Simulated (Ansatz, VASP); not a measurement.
# One calculation of Au, two programs

Contents of INCAR:

```
SYSTEM = Au
ALGO     = Fast           ! electronic algorithm
EDIFF    = 1E-6           ! SCF threshold, eV
ENCUT    = 520            ! plane-wave cutoff, eV
GGA      = PS             ! functional
ISIF     = 2              ! what is computed and relaxed
ISMEAR   = 0              ! smearing method
LASPH    = .TRUE.         ! aspherical terms in the spheres
LCHARG   = .FALSE.        ! write CHGCAR
LREAL    = .FALSE.        ! projectors in reciprocal space
LWAVE    = .FALSE.        ! write WAVECAR
NBANDS   = 12             ! bands
NELM     = 80             ! most SCF steps
PREC     = Accurate       ! precision mode
SIGMA    = 0.15           ! smearing width, eV
```

The input KPOINTS:

```
k-points
0
G
  20 20 20
  0 0 0
```

The input POSCAR:

```
Au
1.0
   -1.6987007250      1.6987007250      1.7401324500
    1.6987007250     -1.6987007250      1.7401324500
    1.6987007250      1.6987007250     -1.7401324500
Au
1
Direct
    0.0000000000      0.0000000000      0.0000000000
```

Input for Ansatz:

```yaml
crystal:
  lattice:
    - [-1.698700725, 1.698700725, 1.74013245]
    - [1.698700725, -1.698700725, 1.74013245]
    - [1.698700725, 1.698700725, -1.74013245]
  atoms:
    - { symbol: Au, position: [0.0, 0.0, 0.0] }
basis:
  ecutwfc: 420
kpoints:
  mp_grid: { grid: [20, 20, 20] }
hamiltonian:
  xc: pbesol
scf:
  occupations: { method: gaussian, width: 0.15 }
output:
  forces: true
  stress: true
  eigenvalues: true
```

Change from the starting cell: strain +0.025 along x and y, +0.050 along z, atoms carried along.

Alike in both runs: task single point; functional PBEsol; k mesh 20 × 20 × 20; occupations gaussian, width 0.15 eV; no spin polarisation.

|  | VASP | Ansatz |
| --- | --- | --- |
| version | VASP 6.6.1 | Ansatz 0.2.0 |
| potentials or method | VASP PAW PBE potentials, release 64 (Au), cutoff 520 eV | scalar-relativistic, plane waves, PAW |
| valence electrons in the cell | 11 | 19 |

```csv
,VASP,Ansatz,Ansatz less VASP
gap on the k mesh at the Fermi level (eV),none,none,-
pressure (GPa),-17.5,-17.4,+0.12
"traceless stress, the component that is largest in VASP (GPa)",0.14,0.14,-0.001
```

VASP's potentials were made for PBE, not for PBEsol. A gap of «none» marks a metal or a gap that the smearing closes. VASP's potentials hold 11 valence electrons a cell and Ansatz's 19, so a difference there can come from the potentials and not from the codes.

Neither program's run includes spin-orbit coupling.
